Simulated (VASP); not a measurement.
Here is a VASP 6.6.1 calculation.

INCAR

```
  PREC = Accurate
  ENCUT = 600
  EDIFF = 1E-7
  ISMEAR = 0
  SIGMA = 0.1
  LREAL = False
  LASPH = True
  NELM = 60
  ALGO = Normal
  ISIF = 3
  LWAVE = False
  LCHARG = False
  GGA = PE
  IBRION = 2
  NSW = 90
  EDIFFG = -0.04
```

KPOINTS

```
Automatic mesh
0
Gamma
  4 4 4
```

POSCAR

```
BaZn2H6
1.0
    6.3972964900      0.0000000000      0.0000000000
    0.0000000000      6.3972964900      0.0000000000
    0.0000000000      0.0000000000      4.5235717300
Ba Zn H
1 2 6
Direct
    0.5000000000      0.5000000000      0.5000000000
    0.0000000000      0.5000000000      0.0000000000
    0.5000000000      0.0000000000      0.0000000000
    0.0000000000      0.5000000000      0.5000000000
    0.5000000000      0.0000000000      0.5000000000
    0.2500000000      0.7500000000      0.0000000000
    0.7500000000      0.2500000000      0.0000000000
    0.2500000000      0.2500000000      0.0000000000
    0.7500000000      0.7500000000      0.0000000000
```

Potentials or basis: VASP PAW PBE potentials, release 64 (Ba_sv, Zn, H).

Launch:

```bash
$ cat potpaw_PBE.64/Ba_sv/POTCAR potpaw_PBE.64/Zn/POTCAR potpaw_PBE.64/H/POTCAR > POTCAR
$ mpirun -np 1 vasp_std > vasp.out
```

(1) What does it give for the band gap on the k mesh?

(2) Estimate the relaxed volume.

Results:

(1) zero (bands 20 and 21 overlap by 0.21 eV).

(2) 12.53 Å³/atom.

Caveat: the cell differs from its parent crystal (atoms taken out); the volume moved by over 15 % at a fixed basis, so the end points are rough; spin-orbit coupling is left out, which moves the levels of the heavy elements.
